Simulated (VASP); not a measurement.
TiN (Osbornite):

```
Ti N
1.0
     0.00000    2.11900    2.11900
     2.11900    0.00000    2.11900
     2.11900    2.11900    0.00000
Ti N
1 1
Direct
  0.00000 0.00000 0.00000
  0.50000 0.50000 0.50000
```

Base run:

| Item | Value |
| --- | --- |
| Program | VASP 6.6.1 |
| Functional | revPBE |
| Potentials or basis | VASP PAW PBE potentials, release 64 (Ti_sv, N) |
| Cutoff | 520 eV |
| k mesh | 12 × 12 × 12 |
| Occupations | fermi-dirac, width 0.1 eV |
| Spin | no spin polarisation |

Its results: pressure 6.2 GPa.

The run is repeated on the same cell with these changes: functional from revPBE to r2SCAN. What comes out?

Pressure 0.5 GPa.

Caveats: the PAW data sets were made with another functional, which shifts forces and pressure a little.
